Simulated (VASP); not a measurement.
Rb2ScCdC6N6:

```xyz
16
Lattice="0.0000 5.2895 5.2895 5.2895 0.0000 5.2895 5.2895 5.2895 0.0000" Properties=species:S:1:pos:R:3 pbc="T T T"
Rb    2.6448    2.6448    2.6448
Rb    7.9343    7.9343    7.9343
Sc    0.0000    0.0000    0.0000
Cd    5.2895    5.2895    5.2895
C     2.0220    5.2895    5.2895
C     5.2895    2.0220    5.2895
C     5.2895    5.2895    2.0220
C     8.5570    5.2895    5.2895
C     5.2895    8.5570    5.2895
C     5.2895    5.2895    8.5570
N     3.1920    5.2895    5.2895
N     5.2895    3.1920    5.2895
N     5.2895    5.2895    3.1920
N     7.3870    5.2895    5.2895
N     5.2895    7.3870    5.2895
N     5.2895    5.2895    7.3870
```

Base run:

| Quantity | Value |
| --- | --- |
| Program | VASP 6.6.1 |
| Functional | PBE |
| Potentials or basis | VASP PAW PBE potentials, release 64 (Rb_sv, Sc_sv, Cd, C, N) |
| Cutoff | 520 eV |
| k mesh | 4 × 4 × 4 |
| Occupations | gaussian, width 0.1 eV |
| Spin | no spin polarisation |

Its results: pressure 17.7 GPa; largest force 2.524 eV/Å.

Task: The run is repeated on the same cell with these changes: spin from no spin polarisation to collinear spin, ferromagnetic start; further incar settings from LREAL = Auto; ALGO = Normal; EDIFF = 1e-07; NBANDS = 62 to LREAL = Auto; ALGO = Normal; EDIFF = 1e-07; NBANDS = 66. What comes out?

Result: Pressure 17.7 GPa; net moment 0.92 μB per cell; site moments Rb +0.00; Sc +0.26; Cd +0.01; C +0.00; N +0.04 μB; largest force 2.545 eV/Å.

Caveats: the cell stands under pressure; forces of over 1 eV/Å act on the atoms, so gaps and moduli don't describe the material at rest; a moment this small can come from the mesh or the smearing (at least some runs).
